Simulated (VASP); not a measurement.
Set up this calculation in VASP 6.6.1, as the native input.

```
Task                   : single point
Functional             : LDA
Potentials or basis    : VASP PAW LDA potentials, release 64 (Cd, Se)
Cutoff                 : 520 eV
k mesh                 : 6 × 6 × 4
Occupations            : gaussian, width 0.01 eV
Spin                   : no spin polarisation
Dipole correction      : no
Further INCAR settings : ALGO = Normal; EDIFF = 1e-06; NBANDS = 26
```

The structure of CdSe (Cadmoselite) lies in POSCAR:

```
CdSe
1.0
    4.3000000000      0.0000000000      0.0000000000
   -2.1500000000      3.7239092400      0.0000000000
    0.0000000000      0.0000000000      7.0200000000
Cd Se
2 2
Direct
    0.3333333333      0.6666666667      0.0000000000
    0.6666666667      0.3333333333      0.5000000000
    0.3333333333      0.6666666667      0.3850000000
    0.6666666667      0.3333333333      0.8850000000
```

These files were run (other wordings do the same):

INCAR

```
SYSTEM = CdSe
PREC = Accurate
ENCUT = 520
EDIFF = 1E-6
ISMEAR = 0
SIGMA = 0.01
LREAL = .False.
LASPH = .True.
NELM = 60
ALGO = Normal
ISIF = 2
LWAVE = .False.
LCHARG = .True.
GGA = CA
LELF = .True.
LVHAR = .True.
NBANDS = 26
```

KPOINTS

```
Automatic mesh
0
Gamma
  6 6 4
  0 0 0
```

Potentials or basis: VASP PAW LDA potentials, release 64 (Cd, Se).

The run is started by

```bash
$ cat potpaw_LDA.64/Cd/POTCAR potpaw_LDA.64/Se/POTCAR > POTCAR
$ mpirun -np 1 vasp_std > vasp.out
```

It gave:

| Property | Result |
| --- | --- |
| Pressure | -1.4 GPa |
| Largest force | 0.267 eV/Å |
| Band gap on the k mesh | 0.46 eV, direct |

It used 120 s of CPU time on 1 thread of AMD EPYC 7R13 Processor (Zen 3) (shared host).
